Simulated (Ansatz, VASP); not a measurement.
**Two plane-wave programs on Sb**

```
Sb
1.0
     0.00000    2.41748    2.41748
     2.41748    0.00000    2.41748
     2.41748    2.41748    0.00000
Sb
1
Cartesian
  0.0000 0.0000 0.0000
```

Alike in both runs: task single point; functional PBEsol; k mesh 13 × 13 × 13; occupations fermi-dirac, width 0.1 eV; no spin polarisation.

|  | VASP | Ansatz |
| --- | --- | --- |
| version | VASP 6.6.1 | Ansatz 0.2.0 |
| potentials or method | VASP PAW PBE potentials, release 64 (Sb), cutoff 520 eV | plane waves (420 eV) with PAW, scalar-relativistic |
| valence electrons in the cell | 5 | 15 |

|  | VASP | Ansatz | Ansatz less VASP |
| --- | --- | --- | --- |
| pressure (GPa) | -4.3 | -4.2 | +0.05 |

VASP's potentials were made for PBE, not for PBEsol, and Ansatz warns of the same on its side. The functional is the same, so the differences come from potentials, cutoffs and numerics. VASP's potentials hold 5 valence electrons a cell and Ansatz's 15, so a difference there can come from the potentials and not from the codes.

Spin-orbit coupling is off throughout.
